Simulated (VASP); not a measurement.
Runs of VASP 6.6.1 on ZrC. The structure is that of space group P6_3/mmc (No. 194), or close to it. The cells are those of the table. 

```tsv
level	cell	k mesh	gap on the mesh (eV)	pressure (GPa)
r2SCAN	a = 3.275, b = 3.275, c = 5.188 Å, angles 90.0, 90.0, 120.0°, 4 atoms	15 × 15 × 8	none	(b)
PBEsol	a = 3.532, b = 3.532, c = 5.588 Å, angles 90.0, 90.0, 120.0°, 4 atoms	15 × 15 × 8	none	-27.9
PBEsol	a = 3.368, b = 3.368, c = 5.571 Å, angles 90.0, 90.0, 120.0°, 4 atoms	15 × 15 × 8	none	-14.4
PBEsol	a = 3.391, b = 3.391, c = 5.290 Å, angles 90.0, 90.0, 120.0°, 4 atoms	12 × 12 × 8	none	-7.5
PBEsol	a = 3.448, b = 3.448, c = 5.061 Å, angles 90.0, 90.0, 120.0°, 4 atoms	15 × 15 × 8	none	(a)
PBEsol	a = 3.402, b = 3.402, c = 5.227 Å, angles 90.0, 90.0, 120.0°, 4 atoms	15 × 15 × 8	none	-6.5
```

Alike in all rows: task single point; potentials or basis VASP PAW PBE potentials, release 64 (Zr_sv, C); no spin polarisation; cutoff (eV) 520; smearing gaussian 0.1 eV.

Problem. Estimate the missing entries.

Solution. (a) -5.6; (b) 21.3.

Caveats: the PAW data sets were made with another functional, which shifts forces and pressure a little.

A k mesh can miss the band edges, and the runs leave out spin-orbit coupling on Zr.

A gap of «none» marks levels without a gap at the run's occupations.
